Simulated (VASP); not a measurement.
Runs of VASP 6.6.1 on S. The structure is that of space group Fd-3m (No. 227), or close to it. The cells are those of the table. 

| task | cell | cutoff (eV) | gap on the mesh (eV) | pressure (GPa) |
| --- | --- | --- | --- | --- |
| single point | a = 3.708 Å, angles 60.0°, 2 atoms | 520 | none | 20.1 |
| single point | a = 3.829 Å, angles 60.0°, 2 atoms | 520 | none | 10.1 |
| relaxation of cell and atoms | relaxed to 30 GPa from a = 4.087 Å, angles 60.0°, 2 atoms | 600 | none | 30.0 |
| relaxation of cell and atoms | relaxed to 20 GPa from a = 4.087 Å, angles 60.0°, 2 atoms | 600 | none | 20.0 |
| relaxation of cell and atoms | relaxed to 10 GPa from a = 4.087 Å, angles 60.0°, 2 atoms | 600 | none | 10.0 |
| single point | a = 4.014 Å, angles 60.0°, 2 atoms | 520 | none | 0.0 |
| relaxation of cell and atoms | relaxed from a = 4.087 Å, angles 60.0°, 2 atoms | 600 | none | 0.1 |
| single point | a = 3.597 Å, angles 60.0°, 2 atoms | 520 | none | (a) |

Alike in all rows: level PBEsol; potentials or basis VASP PAW PBE potentials, release 64 (S); no spin polarisation; k mesh 5 × 5 × 5; smearing methfessel-paxton 0.02 eV.

Q: Estimate the missing entries.

A: (a) 30.3.

Caveats: all runs use coarse meshes; the PAW data sets were made with another functional, which shifts forces and pressure a little; the cell is relaxed towards a set pressure, so the enthalpy falls and the energy may rise (some runs).

A gap of «none» marks levels without a gap at the run's occupations.
